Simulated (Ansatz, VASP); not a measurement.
## One calculation of Zr, two programs

Contents of INCAR:

```
SYSTEM = Zr
PREC = Accurate
ENCUT = 520
EDIFF = 1E-6
ISMEAR = -1
SIGMA = 0.1
LREAL = .FALSE.
LASPH = .TRUE.
NELM = 100
ALGO = Normal
ISIF = 2
LWAVE = .FALSE.
LCHARG = .FALSE.
GGA = RE
NBANDS = 12
```

Contents of KPOINTS:

```
Automatic mesh
0
G
  13 13 13
  0 0 0
```

POSCAR

```
Zr
1.0
    0.0000000000      2.3079745174      2.3079745174
    2.3079745174      0.0000000000      2.3079745174
    2.3079745174      2.3079745174      0.0000000000
Zr
1
Direct
    0.0000000000      0.0000000000      0.0000000000
```

Input for Ansatz:

```yaml
crystal:
  lattice:
    - [0.0, 2.3079745174, 2.3079745174]
    - [2.3079745174, 0.0, 2.3079745174]
    - [2.3079745174, 2.3079745174, 0.0]
  atoms:
    - { symbol: Zr, position: [0.0, 0.0, 0.0] }
hamiltonian:
  xc: revpbe
  pseudopotentials:
    kind: paw
    azcp:
      Zr: "pseudopotentials/Zr.paw.azcp"
basis:
  ecutwfc: 420
  fft_grid_basis: typed
kpoints:
  mp_grid: { grid: [13, 13, 13], shift: [0, 0, 0] }
magnetization:
  spin_polarized: false
scf:
  occupations: { method: fermi_dirac, width: 0.1 }
  lower_state_search: "off"
output:
  stress: true
```

Alike in both runs: task single point; functional revPBE; k mesh 13 × 13 × 13; occupations fermi-dirac, width 0.1 eV; no spin polarisation.

|  | VASP | Ansatz |
| --- | --- | --- |
| version | VASP 6.6.1 | Ansatz 0.2.0 |
| potentials or method | VASP PAW PBE potentials, release 64 (Zr_sv), cutoff 520 eV | plane waves (420 eV) with PAW, scalar-relativistic |
| valence electrons in the cell | 12 | 12 |

|  | VASP | Ansatz | Ansatz less VASP |
| --- | --- | --- | --- |
| pressure (GPa) | -3.0 | -3.0 | 0.00 |

VASP's potentials were made for PBE, not for revPBE. The functional is the same, so the differences come from potentials, cutoffs and numerics.
